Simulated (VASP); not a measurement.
Set up this calculation in VASP 6.6.1, as the native input.

| Item | Value |
| --- | --- |
| Task | relaxation of cell and atoms |
| Functional | PBE |
| Potentials or basis | VASP PAW PBE potentials, release 64 (In_d, Se) |
| Cutoff | 600 eV |
| k mesh | 10 × 10 × 10 |
| Occupations | gaussian, width 0.1 eV |
| Spin | no spin polarisation |
| Dipole correction | no |
| Further INCAR settings | ALGO = Normal; EDIFF = 1e-06; IBRION = 2; EDIFFG = -0.01; NSW = 100; ISIF = 3 |

The structure of In3Se lies in POSCAR:

```
In3Se
1.0
    4.8060661956      0.0000000000      0.0000000000
    0.0000000000      4.8060661956      0.0000000000
    0.0000000000      0.0000000000      4.8060661956
In Se
3 1
Direct
    0.0000000000      0.5000000000      0.5000000000
    0.5000000000      0.0000000000      0.5000000000
    0.5000000000      0.5000000000      0.0000000000
    0.0000000000      0.0000000000      0.0000000000
```

The cell was generated, and may not be a known phase.

One way to write it, as run:

INCAR

```
SYSTEM = In3Se
ALGO     = Normal         ! electronic algorithm
EDIFF    = 1E-6           ! SCF threshold, eV
EDIFFG   = -0.01          ! ionic threshold
ENCUT    = 600            ! plane-wave cutoff, eV
GGA      = PE             ! functional
IBRION   = 2              ! ionic algorithm
ISIF     = 3              ! what is computed and relaxed
ISMEAR   = 0              ! smearing method
LASPH    = .TRUE.         ! aspherical terms in the spheres
LCHARG   = .FALSE.        ! write CHGCAR
LREAL    = .FALSE.        ! projectors in reciprocal space
LWAVE    = .FALSE.        ! write WAVECAR
NELM     = 60             ! most SCF steps
NSW      = 100            ! ionic steps
PREC     = Accurate       ! precision mode
SIGMA    = 0.1            ! smearing width, eV
```

KPOINTS

```
k-points
0
G
  10 10 10
  0 0 0
```

Potentials or basis: VASP PAW PBE potentials, release 64 (In_d, Se).

Run with:

```bash
$ cat potpaw_PBE.64/In_d/POTCAR potpaw_PBE.64/Se/POTCAR > POTCAR
$ mpirun -np 1 vasp_std > vasp.out
```

Results of the run:

```json
{"Relaxed volume": "27.50 Å³/atom", "Relaxed cell": "a = 4.792 Å, b = 4.792 Å, c = 4.792 Å, α = 90.00°, β = 90.00°, γ = 90.00°", "Space group after relaxing (to 0.1 Å)": "Pm-3m (No. 221)", "Energy gained by relaxing": "0.3 meV/atom", "Ionic steps": "2", "Pressure after relaxing": "-0.1 GPa", "Band gap on the k mesh": "zero (an odd number of electrons rules out a gap without spin polarisation)"}
```

Caveat: spin-orbit coupling is left out, which moves the levels of the heavy elements.

It took 100 s on 1 thread of Intel(R) Xeon(R) 6975P-C (Granite Rapids), with other jobs on the host, peak memory 0.36 GiB.
